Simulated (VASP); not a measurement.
# LiCl (P1) in VASP: further runs

LiCl is run at these levels: PBE; tasks: single point.

Program: VASP 6.6.1. These are calculated values, not measurements. Logs are shortened: lines on timing, memory, paths and dates and some standing lists are left out, and cuts for length are marked.

**1. The cell of the first run**

The typed cell holds 16 atoms: a = 7.618 Å, b = 7.618 Å, c = 8.004 Å, α = 105.23°, β = 105.23°, γ = 116.62°.

**2. Single point, PBE (dynamics (nve) at 1800 K, volume x 1.06, from the last frame before)**

Input file INCAR:

```
SYSTEM = LiCl
ALGO = Normal ; EDIFF = 1E-6
ENCUT = 520 ; GGA = PE
ISIF = 2 ; ISMEAR = -1
LASPH = .True. ; LCHARG = .False.
LREAL = Auto ; LWAVE = .False.
NBANDS = 54 ; NELM = 100
PREC = Accurate ; SIGMA = 0.1551
```

Input file KPOINTS:

```
Automatic mesh
0
Gamma
  2 2 2
  0.5 0.5 0.5
```

Input file POSCAR:

```
LiCl
1.0
   -4.0018602261      0.0000000000      6.4818428698
   -4.0018602261      0.0000000000     -6.4818428698
    4.0018602262     -6.9314252364      0.0000000000
Li Cl
8 8
Direct
    0.6463360178      0.7902293548      0.3638714859
    0.5843565531      0.6322517283      0.7518326783
    0.1071400798      0.1739422237      0.3178492049
    0.0378473448      0.1896535548      0.8262636910
    0.5605236750      0.2477231272      0.1464395799
    0.4686815928      0.0678087157      0.6285437484
   -0.0240070228      0.5835382508      0.1180575383
    0.1038980246      0.6382233808      0.6632066052
    0.3947793771      0.8815676353      0.3025553805
    0.4837422179      0.9809290619      0.8780823269
    0.9235640052      0.4270822076      0.3364621157
    0.9127555674      0.4291526688      0.8292421550
    0.8071951736      0.8354426957      0.1657419594
    0.8554332760      0.8207210800      0.6776789534
    0.3260789725      0.3448049741      0.1963223945
    0.2961638426      0.3181455541      0.6499233341
```

Potentials or basis: VASP PAW PBE potentials, release 64 (Li_sv, Cl).

Started as:

```sh
> cat potpaw_PBE.64/Li_sv/POTCAR potpaw_PBE.64/Cl/POTCAR > POTCAR
> mpirun -np 1 vasp_std > vasp.out
```

OUTCAR:

```text
SYSTEM = LiCl
   EDIFF = 1E-6
   ENCUT = 520
   GGA = PE
   ISIF = 2
   ISMEAR = -1
   LASPH = .True.
   LREAL = Auto
   NELM = 100
   PREC = Accurate

 ion  position               nearest neighbor table
   1  0.646  0.790  0.364-  13 2.25   9 2.30  14 2.48
   2  0.584  0.632  0.752-  16 2.13  14 2.26
   3  0.107  0.174  0.318-  13 2.23  15 2.23  16 2.32
   4  0.038  0.190  0.826-  14 2.26  12 2.41
   5  0.561  0.248  0.146-  10 2.25  11 2.27  15 2.30
   6  0.469  0.068  0.629-  10 2.25   9 2.39
   7  0.976  0.584  0.118-  12 2.11  11 2.38   9 2.61
   8  0.104  0.638  0.663-  11 2.29  10 2.53  12 2.54
   9  0.395  0.882  0.303-   1 2.30   6 2.39   7 2.61
  10  0.484  0.981  0.878-   5 2.25   6 2.25   8 2.53
  11  0.924  0.427  0.336-   5 2.27   8 2.29   7 2.38
  12  0.913  0.429  0.829-   7 2.11   4 2.41   8 2.54
  13  0.807  0.835  0.166-   3 2.23   1 2.25
  14  0.855  0.821  0.678-   2 2.26   4 2.26   1 2.48
  15  0.326  0.345  0.196-   3 2.23   5 2.30
  16  0.296  0.318  0.650-   2 2.13   3 2.32

  LATTYP: Found a face centered orthorhombic cell.
 ALAT       =     8.0037204522
 B/A-ratio  =     1.6197074619
 C/A-ratio  =     1.7320508076

  Lattice vectors:

 A1 = (   0.0000000001,  -6.9314252364,  -6.4818428698)
 A2 = (  -4.0018602260,  -6.9314252364,   0.0000000000)
 A3 = (  -4.0018602261,   0.0000000000,  -6.4818428698)

Analysis of symmetry for initial positions (statically):
=====================================================================
 Subroutine PRICEL returns:
 Original cell was already a primitive cell.

 Routine SETGRP: Setting up the symmetry group for a
 face centered orthorhombic supercell.

 Subroutine GETGRP returns: Found  1 space group operations
 (whereof  1 operations were pure point group operations)
 out of a pool of  8 trial point group operations.

The static configuration has the point symmetry C_1 .

Analysis of symmetry for dynamics (positions and initial velocities):
=====================================================================
 Subroutine PRICEL returns:
 Original cell was already a primitive cell.

 Routine SETGRP: Setting up the symmetry group for a
 face centered orthorhombic supercell.

 Subroutine GETGRP returns: Found  1 space group operations
 (whereof  1 operations were pure point group operations)
 out of a pool of  8 trial point group operations.

The dynamic configuration has the point symmetry C_1 .

[... 108 lines left out ...]
   NSW    =      0    number of steps for IOM
   IBRION =     -1    ionic relax: 0-MD 1-quasi-New 2-CG
   NFREE  =      0    steps in history (QN), initial steepest desc. (CG)
   ISIF   =      2    stress and relaxation
   ISYM   =      2    0-nonsym 1-usesym 2-fastsym
   POTIM  = 0.5000    time-step for ionic-motion
   TEBEG  =    0.0;   TEEND  =   0.0 temperature during run
   PSTRESS=    0.0 pullay stress
   NELECT =      80.0000    total number of electrons
   NUPDOWN=      -1.0000    fix difference up-down
   EMIN   =  10.00;   EMAX   =-10.00  energy-range for DOS
   EFERMI =   0.00;   METHOD = LEGACY
   ISMEAR =    -1;   SIGMA  =   0.16  broadening in eV -4-tet -1-fermi 0-gaus
   EFERMI_NEDOS =   21; number of points for ismear=-14 and -15
   IALGO  =     38    algorithm
   IMIX   =      4    mixing-type and parameters
     AMIX     =   0.40;   BMIX     =  1.00
     AMIX_MAG =   1.60;   BMIX_MAG =  1.00
  volume/ion in A,a.u.               =      22.47       151.67
  Fermi-wavevector in a.u.,A,eV,Ry     =   0.991975  1.874560 13.388315  0.984013
  Thomas-Fermi vector in A             =   2.123754
   LORBIT       =      0    0 simple, 1 ext, 2 COOP (PROOUT), +10 PAW based schemes
   GGA     = PE    functional components
   LHFCALC =     F    Hartree Fock is set to
   AEXX    =    0.0000 exact exchange contribution
   IVDW    =     0    specifies the selected vdW correction
   LEPSILON=     F    determine dielectric tensor
   LRPA    =     F    only Hartree local field effects (RPA)
 non-spin polarized calculation
  energy-cutoff  :      520.00
  volume of cell :      359.59
 maximum number of plane-waves:      9709
 NGX is ok and might be reduce to    60
   NGX = 29   NGY = 29   NGZ = 29

 number of electron      79.9999997 magnetization

 Free energy of the ion-electron system (eV)
  ---------------------------------------------------
  ext. energy  EPLUGINS =         0.00000000
  ---------------------------------------------------
  free energy    TOTEN  =       -57.75639016 eV

  energy without entropy =      -57.75639008  energy(sigma->0) =      -57.75639012

 E-fermi :   1.6951     XC(G=0):  -7.3406

 val. band max:       -1.2738096167   @ k =  -0.2500   0.2500   0.2500
 cond. band min:       4.5348076054   @ k =  -0.2500   0.2500   0.2500
 fundamental gap:      5.8086172221
 Fermi energy:         1.6951219407

 k-point     1 :       0.2500    0.2500    0.2500
  band No.  band energies     occupation
      1     -45.2095      2.00000
      2     -45.1038      2.00000
      3     -45.0466      2.00000
      4     -45.0350      2.00000
      5     -44.6253      2.00000
      6     -44.5794      2.00000
[... 209 lines left out ...]
     51       7.6515      0.00000
     52       7.7429      0.00000
 [bands above 52 left out]

------------------------ aborting loop because EDIFF is reached ----------------------------------------

  FORCE on cell =-STRESS in cart. coord.  units (eV):
  Direction    XX          YY          ZZ          XY          YZ          ZX
  --------------------------------------------------------------------------------------
  -------------------------------------------------------------------------------------
  Total        1.4611563     -0.0890969     -2.2615869     -0.5848100      0.8633846     -0.0534420
  in kB        6.5101998     -0.3969721    -10.0765277     -2.6056282      3.8468207     -0.2381113
  external PRESSURE =      -1.3211000 kB  Pullay stress =       0.0000000 kB

 VOLUME and BASIS-vectors are now :
 -----------------------------------------------------------------------------
  energy-cutoff  :      520.00
  volume of cell :      359.59
      direct lattice vectors                 reciprocal lattice vectors
    -4.001860226  0.000000000  6.481842870    -0.124941895 -0.072135237  0.077138556
    -4.001860226  0.000000000 -6.481842870    -0.124941895 -0.072135237 -0.077138556
     4.001860226 -6.931425236  0.000000000     0.000000000 -0.144270473  0.000000000

 POSITION                                       TOTAL-FORCE (eV/Angst)
 -----------------------------------------------------------------------------------
     -4.29277     -2.52215     -0.93269         0.373320      0.102741      0.080458
     -1.85997     -5.21127     -0.31045        -0.568400     -0.670106     -0.125247
      0.14714     -2.20315     -0.43300        -0.032574     -0.035158     -0.241122
      2.39616     -5.72718     -0.98398        -0.374711     -0.381082      0.014497
     -2.64846     -1.01503      2.02752         0.438931     -0.229645     -0.028482
      0.36838     -4.35670      2.59840        -0.400019      0.202453     -0.190192
[... 8 lines left out ...]
     -1.89913     -1.36079     -0.12138        -0.410639      0.399785      0.008131
      0.14252     -4.50489     -0.14248         0.728645     -0.028067      0.197701
 -----------------------------------------------------------------------------------
    total drift:                                0.004161     -0.001783     -0.004893

  FREE ENERGIE OF THE ION-ELECTRON SYSTEM (eV)
  ---------------------------------------------------
  free  energy   TOTEN  =       -57.7563901570 eV

  energy  without entropy=      -57.7563900814  energy(sigma->0) =      -57.75639012
```

stdout:

```text
POSCAR found type information on POSCAR LiCl
 POSCAR found :  2 types and      16 ions
 scaLAPACK will be used
 LDA part: xc-table for (Slater+PW92), standard interpolation
 POSCAR, INCAR and KPOINTS ok, starting setup
 FFT: planning ... GRIDC
 FFT: planning ... GRID_SOFT
 FFT: planning ... GRID
 WAVECAR not read
 entering main loop
```

It took 2.3 min on 1 thread of AMD EPYC 7R43 (Zen 3), shared host; peak memory 0.42 GiB.

Results:

- Free energy: -57.7564 eV
- Largest force: 1.199 eV/Å
- Band gap on the k mesh: 5.81 eV, direct

Forces on the atoms (eV/Å):
```
Li   0.373  0.103  0.080
Li  -0.568 -0.670 -0.125
Li  -0.033 -0.035 -0.241
Li  -0.375 -0.381  0.014
Li   0.439 -0.230 -0.028
Li  -0.400  0.202 -0.190
Li  -0.314 -1.127 -0.263
Li   0.184 -0.352 -0.251
Cl   0.129 -0.454 -0.372
Cl   0.408  0.749  0.189
Cl  -0.189  0.009  0.103
Cl   0.037  1.062  0.356
Cl   0.133  0.442  0.606
Cl  -0.142  0.310 -0.083
Cl  -0.411  0.400  0.008
Cl   0.729 -0.028  0.198
```

Levels at points of the mesh, in eV from the valence-band top:
```
           k point  band 37  band 38  band 39  band 40  band 41  band 42  band 43  band 44
(0.25, 0.25, 0.25)    -0.45    -0.36    -0.19    -0.11     6.55     6.72     6.75     7.05
```

Caveat: the cutoff is under 1.25 times the usual one of these potentials, so pressure, stress and relaxed cells hold a basis-set (Pulay) error; forces of over 1 eV/Å act on the atoms, so gaps and moduli don't describe the material at rest. A k mesh can miss the band edges.

**3. Single point, PBE (dynamics (nve) at 1800 K, volume x 1.06, from the last frame before)**

Input file INCAR:

```
PREC = Accurate
ENCUT = 520
EDIFF = 1E-6
ISMEAR = -1
SIGMA = 0.1551
LREAL = Auto
LASPH = T
NELM = 100
ALGO = Normal
ISIF = 2
LWAVE = F
LCHARG = F
GGA = PE
NBANDS = 54
```

KPOINTS is that of step 2.

Input file POSCAR:

```
LiCl
1.0
   -4.0018602261      0.0000000000      6.4818428698
   -4.0018602261      0.0000000000     -6.4818428698
    4.0018602262     -6.9314252364      0.0000000000
Li Cl
8 8
Direct
    0.6476620841      0.7966803524      0.3807935468
    0.6293661893      0.6212371740      0.7617657004
    0.0975286253      0.1441507058      0.3082386273
    0.0359590882      0.2098750597      0.8662771068
    0.5699191515      0.3106086384      0.1517607078
    0.4419832332      0.0455896378      0.5837776304
    0.0142501428      0.6394201881      0.1809096913
    0.1679336342      0.6462346455      0.7027396003
    0.3704041920      0.8534712862      0.2815989401
    0.5358360926      1.0248916072      0.9024438390
    0.9368572351      0.4403643295      0.3419295339
    0.9001524729      0.4239309628      0.8021938938
    0.7799479469      0.8179089103      0.1526991872
    0.8804482898      0.8122815649      0.6806087982
    0.3229712845      0.3605985466      0.2163068848
    0.2496370632      0.2866962769      0.6346965956
```

Potentials or basis: VASP PAW PBE potentials, release 64 (Li_sv, Cl).

Started as:

```sh
> cat potpaw_PBE.64/Li_sv/POTCAR potpaw_PBE.64/Cl/POTCAR > POTCAR
> mpirun -np 1 vasp_std > vasp.out
```

Wall time 2.4 min (1 thread of AMD EPYC 7R43 (Zen 3), shared host); peak memory 0.42 GiB.

It converged, with:

```
Free energy            : -57.0184 eV
Largest force          : 1.135 eV/Å
Band gap on the k mesh : 5.59 eV, indirect (least direct gap 5.60 eV)
```

Forces in eV/Å, atoms in the order of the input:
```
Li   0.195  0.022  0.213
Li   0.413 -0.332  0.072
Li  -0.041 -0.074 -0.393
Li  -0.056  0.022  0.122
Li   0.101  0.060  0.559
Li  -0.153 -0.743 -0.190
Li   0.057  0.523 -0.136
Li   0.260  0.009 -0.252
Cl  -0.443 -0.423 -0.248
Cl   0.411  1.044 -0.173
Cl   0.073 -0.352 -0.087
Cl   0.171 -0.165  0.072
Cl   0.201  0.312  0.764
Cl  -0.459  0.166 -0.664
Cl  -0.325  0.412  0.029
Cl  -0.404 -0.482  0.312
```

Levels at points of the mesh, in eV from the valence-band top:
```tsv
k point	band 36	band 37	band 38	band 39	band 40	band 41	band 42	band 43	band 44	band 45
(0.25, 0.25, 0.25)	-0.40	-0.31	-0.24	-0.07	0.00	6.20	6.41	6.58	6.73	7.22
```

Caveat: the cutoff is under 1.25 times the usual one of these potentials, so pressure, stress and relaxed cells hold a basis-set (Pulay) error; forces of over 1 eV/Å act on the atoms, so gaps and moduli don't describe the material at rest. A k mesh can miss the band edges.

**4. Single point, PBE (dynamics (nve) at 1800 K, volume x 1.06, from the last frame before)**

Input file INCAR:

```
PREC     = Accurate       # precision mode
ENCUT    = 520            # plane-wave cutoff, eV
EDIFF    = 1E-7           # SCF threshold, eV
ISMEAR   = -1             # smearing method
SIGMA    = 0.1551         # smearing width, eV
LREAL    = Auto         
LASPH    = True           # aspherical terms in the spheres
NELM     = 100            # most SCF steps
ALGO     = Normal         # electronic algorithm
ISIF     = 2              # what is computed and relaxed
LWAVE    = False          # write WAVECAR
LCHARG   = False          # write CHGCAR
GGA      = PE             # functional
NBANDS   = 54             # bands
```

KPOINTS is that of step 3.

Input file POSCAR:

```
LiCl
1.0
   -4.0018602261      0.0000000000      6.4818428698
   -4.0018602261      0.0000000000     -6.4818428698
    4.0018602262     -6.9314252364      0.0000000000
Li Cl
8 8
Direct
    0.6322159540      0.7592932399      0.3919700361
    0.6545091616      0.5870119993      0.8143935493
    0.0685371248      0.1576967992      0.3088702434
    0.0521119079      0.2307813115      0.9028653973
    0.5893977006      0.3104964627      0.1553651613
    0.4667017099      0.0975102549      0.6227639847
    0.0052921796      0.6671476250      0.1847683494
    0.1811500502      0.6472642496      0.7413447920
    0.3617528171      0.8490600634      0.2765598610
    0.5580753670      1.0438421564      0.8966225254
    0.9516430001      0.4572993289      0.3552785922
    0.8859225720      0.4145158962      0.7798495714
    0.7570353528      0.7811593562      0.1318512382
    0.9026690435      0.8215396471      0.6790297579
    0.3239706503      0.3762389646      0.2230262821
    0.2263145913      0.2679907018      0.6338314055
```

Started as:

```sh
> cat potpaw_PBE.64/Li_sv/POTCAR potpaw_PBE.64/Cl/POTCAR > POTCAR
> mpirun -np 1 vasp_std > vasp.out
```

It took 2.2 min on 1 thread of AMD EPYC 7R43 (Zen 3), shared host; peak memory 0.42 GiB.

Results (log left out):

* Free energy: -56.8942 eV
* Largest force: 0.995 eV/Å
* Band gap on the k mesh: 5.35 eV, indirect (least direct gap 5.38 eV)

Forces in eV/Å, atoms in the order of the input:
```
Li   0.063  0.031 -0.102
Li  -0.391  0.471  0.036
Li  -0.059 -0.025 -0.434
Li   0.073  0.400  0.090
Li   0.364 -0.081  0.214
Li  -0.016  0.179  0.096
Li   0.137  0.027  0.248
Li  -0.176  0.299 -0.301
Cl  -0.572 -0.669 -0.264
Cl   0.563  0.437 -0.132
Cl   0.055 -0.002 -0.017
Cl   0.436 -0.401 -0.125
Cl  -0.021 -0.235  0.405
Cl   0.339 -0.275 -0.726
Cl  -0.077  0.383  0.585
Cl  -0.720 -0.537  0.428
```

Levels at points of the mesh, in eV from the valence-band top:
```
           k point  band 36  band 37  band 38  band 39  band 40  band 41  band 42  band 43  band 44  band 45
(0.25, 0.25, 0.25)    -0.50    -0.36    -0.23    -0.13     0.00     5.94     6.17     6.40     6.54     6.92
```

Caveat: the cutoff is under 1.25 times the usual one of these potentials, so pressure, stress and relaxed cells hold a basis-set (Pulay) error.

(Continued in part 2 of 2.)
